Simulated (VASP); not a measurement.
Here is a VASP 6.6.1 calculation.

File INCAR:

```
PREC = Accurate
ENCUT = 520
EDIFF = 1E-6
ISMEAR = -1
SIGMA = 0.069
LREAL = Auto
LASPH = True
NELM = 60
ALGO = Normal
ISIF = 2
LWAVE = False
LCHARG = False
GGA = PE
NBANDS = 42
```

Contents of KPOINTS:

```
regular mesh
0
Gamma
  4 4 2
```

Contents of POSCAR:

```
LiH
1.0
    0.0000000000      3.9969453814      3.9969453814
    3.9969453814      0.0000000000      3.9969453814
    5.9954180722      5.9954180722      0.0000000000
Li H
12 12
Direct
   -0.0004823684      0.0015219122     -0.0058839933
    0.0043490712     -0.0283609079      0.3280535196
   -0.0123865841      0.0059536715      0.6857425872
    0.0035216894      0.5108888927      0.0145529468
   -0.0108466581      0.5155813511      0.3406031865
   -0.0265117458      0.4849510852      0.6990948670
    0.4829531844      0.0255343744     -0.0167195179
    0.5455163361     -0.0123789532      0.3357293813
    0.4992792769      0.0018429073      0.6535505869
    0.5026803742      0.4913947559     -0.0034446305
    0.4886575406      0.5217250428      0.3110714678
    0.5156958135      0.4813298198      0.6571374928
    0.2716197987      0.1810356237      0.1802597395
    0.2507700017      0.2300156525      0.4987535421
    0.2482958623      0.3017839587      0.8343549924
    0.2522197338      0.7213797600      0.1477470777
    0.2157951680      0.7391983673      0.4981860254
    0.2583691798      0.7738418229      0.8240180152
    0.8424736089      0.2032724800      0.1423078407
    0.7035248750      0.2715469931      0.5064363258
    0.7828370672      0.2588626817      0.8469888069
    0.7514548520      0.7993699426      0.1681282252
    0.7468253166      0.7481901089      0.4920173980
    0.7279615362      0.7716118700      0.8643266304
```

Potentials or basis: VASP PAW PBE potentials, release 64 (Li_sv, H).

Launch:

```console
$ cat potpaw_PBE.64/Li_sv/POTCAR potpaw_PBE.64/H/POTCAR > POTCAR
$ mpirun -np 1 vasp_std > vasp.out
```

Question: What does it give for the largest force?

Answer: 1.159 eV/Å.

Question: What does it give for the band gap on the k mesh?

Answer: 2.84 eV, indirect (least direct gap 2.85 eV).

Forces on the atoms (eV/Å):
```
Li  -0.087  0.372  0.088
Li   0.281  0.334  0.454
Li  -0.539 -0.143  0.042
Li  -0.250 -0.051 -0.092
Li  -0.538  0.109 -0.274
Li  -0.129 -0.061  1.133
Li   0.317  0.353 -0.173
Li   0.116 -0.965 -0.373
Li   0.193  0.059  0.078
Li   0.146  0.055  0.011
Li   0.277  0.404 -0.071
Li   0.541 -0.447  0.017
H    0.451 -0.323  0.522
H    0.147 -0.041  0.130
H   -0.364  0.007 -0.274
H    0.340  0.370  0.124
H    0.074  0.332  0.136
H   -0.063  0.140 -0.185
H    1.013 -0.481 -0.293
H   -0.457  0.254  0.219
H   -0.295 -0.651 -0.626
H   -0.751  0.117 -0.523
H    0.226  0.385 -0.108
H   -0.651 -0.129  0.039
```

Caveat: the k points lie up to 0.45 Å⁻¹ apart; forces of over 1 eV/Å act on the atoms, so gaps and moduli don't describe the material at rest. A k mesh can miss the band edges.
